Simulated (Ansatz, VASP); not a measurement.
## Pt: VASP beside Ansatz

```xyz
1
Lattice="-1.6051 1.6051 1.6051 1.6051 -1.6051 1.6051 1.6051 1.6051 -1.6051" Properties=species:S:1:pos:R:3 pbc="T T T"
Pt    0.0000    0.0000    0.0000
```

Change from the starting cell: volume scaled by 1.04.

Alike in both runs: task single point; functional PBEsol; k mesh 12 × 12 × 12; occupations fermi-dirac, width 0.05 eV; no spin polarisation.

|  | VASP | Ansatz |
| --- | --- | --- |
| version | VASP 6.6.1 | Ansatz 0.2.0 |
| potentials or method | VASP PAW PBE potentials, release 64 (Pt), cutoff 520 eV | all-electron LAPW, scalar-relativistic |

```csv
,VASP,Ansatz,Ansatz less VASP
gap on the k mesh at the Fermi level (eV),none,none,-
pressure (GPa),-19.1,-18.8,+0.32
```

VASP's potentials were made for PBE, not for PBEsol. A gap of «none» marks a metal or a gap that the smearing closes. Ansatz ran all-electron here, and VASP with PAW potentials.

Spin-orbit coupling is off throughout.
